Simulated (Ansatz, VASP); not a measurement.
# One calculation of WS2, two programs

```
W S
1.0
     3.14624    0.00000   -0.14677
    -1.57312    2.72472   -0.11734
    -0.59230   -0.88877   12.69665
W S
2 4
Cartesian
  -0.5591 1.0590 3.1415
  1.5400 0.7770 9.2910
  -0.1085 1.5747 7.7427
  0.9406 0.0393 1.5737
  0.0402 1.7967 10.8588
  1.0893 0.2613 4.6899
```

Change from the starting cell: engineering shear strain xz -0.0933, engineering shear strain yz -0.1400.

Alike in both runs: functional PBEsol; k mesh 12 × 12 × 2; occupations gaussian, width 0.05 eV; no spin polarisation.

Ansatz relaxed the structure, and its values are those at the end. VASP's run is a single point on that final structure, the one shown.

|  | VASP | Ansatz |
| --- | --- | --- |
| version | VASP 6.6.1 | Ansatz 0.2.0 |
| potentials or method | VASP PAW PBE potentials, release 64 (W_sv, S), cutoff 520 eV | scalar-relativistic, plane waves, PAW |
| valence electrons in the cell | 52 | 52 |

Ansatz gave:

- gap on the k mesh at the Fermi level (eV): 1.05
- least direct gap on the mesh (eV): 1.85
- pressure (GPa): 0.1
- rms of the force components (eV/Å): 0.004

**Question.** What did VASP give for the same quantities?

**Answer.** gap on the k mesh at the Fermi level (eV): 1.07; least direct gap on the mesh (eV): 1.85; pressure (GPa): 0.2; rms of the force components (eV/Å): 0.011.

VASP's potentials were made for PBE, not for PBEsol, and Ansatz warns of the same on its side. Ansatz's warnings: stress scf threshold loose.

Neither program's run includes spin-orbit coupling.
